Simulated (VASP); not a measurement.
# Rh (P-3m1) in VASP: a series of runs, part 2 of 2

VASP 6.6.1.

### Step 3. Single point, PBEsol (atoms displaced along a vibrational mode)

Contents of INCAR:

```
SYSTEM = Rh
PREC = Accurate
ENCUT = 520
EDIFF = 1E-7
ISMEAR = 0
SIGMA = 0.15
LREAL = .FALSE.
LASPH = .TRUE.
NELM = 80
ALGO = Fast
ISIF = 2
LWAVE = .FALSE.
LCHARG = .TRUE.
GGA = PS
LELF = .TRUE.
LVHAR = .TRUE.
NBANDS = 22
```

Contents of KPOINTS:

```
regular mesh
0
G
  24 24 14
  0 0 0
```

Contents of POSCAR:

```
Rh
1.0
    2.6887360848      0.0000000000      0.0000000000
   -1.3443680424      2.3285137535      0.0000000000
    0.0000000000      0.0000000000      4.3290202437
Rh
2
Direct
    0.6666666667      0.3333333333      0.7673249363
    0.3333333333      0.6666666667      0.2326750637
```

Potentials or basis: VASP PAW PBE potentials, release 64 (Rh_pv).

The run is started by

```bash
> cat potpaw_PBE.64/Rh_pv/POTCAR > POTCAR
> mpirun -np 1 vasp_std > vasp.out
```

OUTCAR:

```text
SYSTEM = Rh
   PREC = Accurate
   ENCUT = 520
   EDIFF = 1E-7
   ISMEAR = 0
   LREAL = .FALSE.
   LASPH = .TRUE.
   NELM = 80
   ISIF = 2
   GGA = PS

 ion  position               nearest neighbor table
   1  0.667  0.333  0.767-   2 2.54   2 2.54   2 2.54   2 2.79   2 2.79   2 2.79
   2  0.333  0.667  0.233-   1 2.54   1 2.54   1 2.54   1 2.79   1 2.79   1 2.79

  LATTYP: Found a hexagonal cell.
 ALAT       =     2.6887360848
 C/A-ratio  =     1.6100577026

  Lattice vectors:

 A1 = (   2.6887360848,   0.0000000000,   0.0000000000)
 A2 = (  -1.3443680424,   2.3285137535,   0.0000000000)
 A3 = (   0.0000000000,   0.0000000000,   4.3290202437)

Analysis of symmetry for initial positions (statically):
=====================================================================
 Subroutine PRICEL returns:
 Original cell was already a primitive cell.

 Routine SETGRP: Setting up the symmetry group for a
 hexagonal supercell.

 Subroutine GETGRP returns: Found 12 space group operations
 (whereof 12 operations were pure point group operations)
 out of a pool of 24 trial point group operations.

The static configuration has the point symmetry D_3d.

Analysis of symmetry for dynamics (positions and initial velocities):
=====================================================================
 Subroutine PRICEL returns:
 Original cell was already a primitive cell.

 Routine SETGRP: Setting up the symmetry group for a
 hexagonal supercell.

 Subroutine GETGRP returns: Found 12 space group operations
 (whereof 12 operations were pure point group operations)
 out of a pool of 24 trial point group operations.

The dynamic configuration has the point symmetry D_3d.

 Subroutine INISYM returns: Found 12 space group operations
 (whereof 12 operations are pure point group operations),
 and found     1 'primitive' translations

----------------------------------------------------------------------------------------

                                     Primitive cell

[... 107 lines left out ...]
   IALGO  =     68    algorithm
   IMIX   =      4    mixing-type and parameters
     AMIX     =   0.40;   BMIX     =  1.00
     AMIX_MAG =   1.60;   BMIX_MAG =  1.00
  volume/ion in A,a.u.               =      13.55        91.45
  Fermi-wavevector in a.u.,A,eV,Ry     =   1.693466  3.200186 39.019139  2.867826
  Thomas-Fermi vector in A             =   2.774866
   LORBIT       =      0    0 simple, 1 ext, 2 COOP (PROOUT), +10 PAW based schemes
   GGA     = PS    functional components
   LHFCALC =     F    Hartree Fock is set to
   AEXX    =    0.0000 exact exchange contribution
   IVDW    =     0    specifies the selected vdW correction
   LEPSILON=     F    determine dielectric tensor
   LRPA    =     F    only Hartree local field effects (RPA)
 non-spin polarized calculation
 RMM-DIIS sequential band-by-band and
 Gauss-broadening in eV      SIGMA  =   0.15
  energy-cutoff  :      520.00
  volume of cell :       27.10
 maximum number of plane-waves:       756
   NGX =  9   NGY =  9   NGZ = 17

 number of electron      30.0000002 magnetization

 Free energy of the ion-electron system (eV)
  ---------------------------------------------------
  ext. energy  EPLUGINS =         0.00000000
  ---------------------------------------------------
  free energy    TOTEN  =       -16.07548008 eV

  energy without entropy =      -16.03969677  energy(sigma->0) =      -16.05758843

 E-fermi :  12.1606     XC(G=0): -14.2954

 val. band max:       12.1592671035   @ k =   0.3750   0.0000   0.3571
 cond. band min:      12.1606773278   @ k =   0.4167   0.0000   0.0714
 fundamental gap:      0.0014102244
 Fermi energy:        12.1605652439

 k-point     1 :       0.0000    0.0000    0.0000
  band No.  band energies     occupation
      1     -35.1780      2.00000
      2     -34.4464      2.00000
      3     -34.4464      2.00000
      4     -34.3196      2.00000
      5     -34.3093      2.00000
      6     -34.3093      2.00000
[... 589 lines left out ...]
     21      24.9733      0.00000
     22      25.6380      0.00000

 [... further k-points ...]

------------------------ aborting loop because EDIFF is reached ----------------------------------------

  FORCE on cell =-STRESS in cart. coord.  units (eV):
  Direction    XX          YY          ZZ          XY          YZ          ZX
  --------------------------------------------------------------------------------------
  -------------------------------------------------------------------------------------
  Total        0.4673678      0.4673678      1.0650651      0.0000000      0.0000000      0.0000000
  in kB       27.6282123     27.6282123     62.9607825      0.0000000      0.0000000      0.0000000
  external PRESSURE =      39.4057357 kB  Pullay stress =       0.0000000 kB

 VOLUME and BASIS-vectors are now :
 -----------------------------------------------------------------------------
  energy-cutoff  :      520.00
  volume of cell :       27.10
      direct lattice vectors                 reciprocal lattice vectors
     2.688736085  0.000000000  0.000000000     0.371921962  0.214729245  0.000000000
    -1.344368042  2.328513753  0.000000000     0.000000000  0.429458490  0.000000000
     0.000000000  0.000000000  4.329020244     0.000000000  0.000000000  0.230999151

 POSITION                                       TOTAL-FORCE (eV/Angst)
 -----------------------------------------------------------------------------------
      1.34437      0.77617      3.32177         0.000000     -0.000000     -1.849725
     -0.00000      1.55234      1.00726        -0.000000      0.000000      1.849725
 -----------------------------------------------------------------------------------
    total drift:                                0.000000     -0.000000      0.000000

  FREE ENERGIE OF THE ION-ELECTRON SYSTEM (eV)
  ---------------------------------------------------
  free  energy   TOTEN  =       -16.0754800822 eV

  energy  without entropy=      -16.0396967698  energy(sigma->0) =      -16.05758843
```

OSZICAR:

```text
N       E                     dE             d eps       ncg     rms          rms(c)
DAV:   1     0.327187144331E+03    0.32719E+03   -0.18988E+04 34264   0.159E+03
DAV:   2    -0.100565732669E+02   -0.33724E+03   -0.32506E+03 35476   0.477E+02
DAV:   3    -0.172441425963E+02   -0.71876E+01   -0.71482E+01 40090   0.785E+01
DAV:   4    -0.172915300810E+02   -0.47387E-01   -0.47383E-01 38004   0.641E+00
DAV:   5    -0.172922623269E+02   -0.73225E-03   -0.73224E-03 40438   0.825E-01    0.169E+01
RMM:   6    -0.161277041928E+02    0.11646E+01   -0.25503E+00 35194   0.135E+01    0.574E+00
RMM:   7    -0.160838870701E+02    0.43817E-01   -0.15070E-01 36141   0.304E+00    0.228E+00
RMM:   8    -0.160759789061E+02    0.79082E-02   -0.24121E-02 37845   0.154E+00    0.211E-01
RMM:   9    -0.160754463436E+02    0.53256E-03   -0.28491E-03 40273   0.510E-01    0.645E-02
RMM:  10    -0.160754747985E+02   -0.28455E-04   -0.30357E-04 41920   0.202E-01    0.149E-02
RMM:  11    -0.160754787100E+02   -0.39115E-05   -0.63654E-05 42807   0.881E-02    0.296E-03
RMM:  12    -0.160754798561E+02   -0.11462E-05   -0.13809E-05 47290   0.410E-02    0.330E-03
RMM:  13    -0.160754797123E+02    0.14387E-06   -0.41087E-06 41751   0.231E-02    0.164E-03
RMM:  14    -0.160754802412E+02   -0.52897E-06   -0.12959E-06 37415   0.129E-02    0.424E-04
RMM:  15    -0.160754800981E+02    0.14311E-06   -0.37947E-07 28523   0.681E-03    0.496E-04
RMM:  16    -0.160754799868E+02    0.11134E-06   -0.11410E-07 22427   0.358E-03    0.710E-04
RMM:  17    -0.160754800822E+02   -0.95449E-07   -0.32554E-08 21756   0.173E-03
   1 F= -.16075480E+02 E0= -.16057588E+02  d E =-.357833E-01
```

stdout:

```text
POSCAR found type information on POSCAR Rh
 POSCAR found :  1 types and       2 ions
 scaLAPACK will be used
 -----------------------------------------------------------------------------
|                                                                             |
|                                                                             |
|     You enforced a specific xc type in the INCAR file but a different       |
|     I HOPE YOU KNOW WHAT YOU ARE DOING!                                     |
|                                                                             |
 -----------------------------------------------------------------------------

 LDA part: xc-table for (Slater+PW92), standard interpolation
 POSCAR, INCAR and KPOINTS ok, starting setup
 FFT: planning ... GRIDC
 FFT: planning ... GRID_SOFT
 FFT: planning ... GRID
 WAVECAR not read
 entering main loop
WARNING in EDDRMM: call to ZHEGV failed, returncode =   8  4     22
```

Run time: 3.1 min. Hardware: 1 thread of Intel Xeon 6975P-C (Granite Rapids), shared host; peak memory 0.43 GiB.

Results:

* Free energy: -16.0755 eV
* Pressure: 3.9 GPa
* Largest force: 1.850 eV/Å
* Band gap on the k mesh: zero (bands 15 and 16 overlap by 2.36 eV)

Forces in eV/Å, atoms in the order of the input:
```
Rh   0.000  0.000 -1.850
Rh   0.000  0.000  1.850
```

Caveat: the cell differs from its parent crystal (atoms displaced along a vibrational mode); the cell stands under pressure; the PAW data sets were made with another functional, which shifts forces and pressure a little.
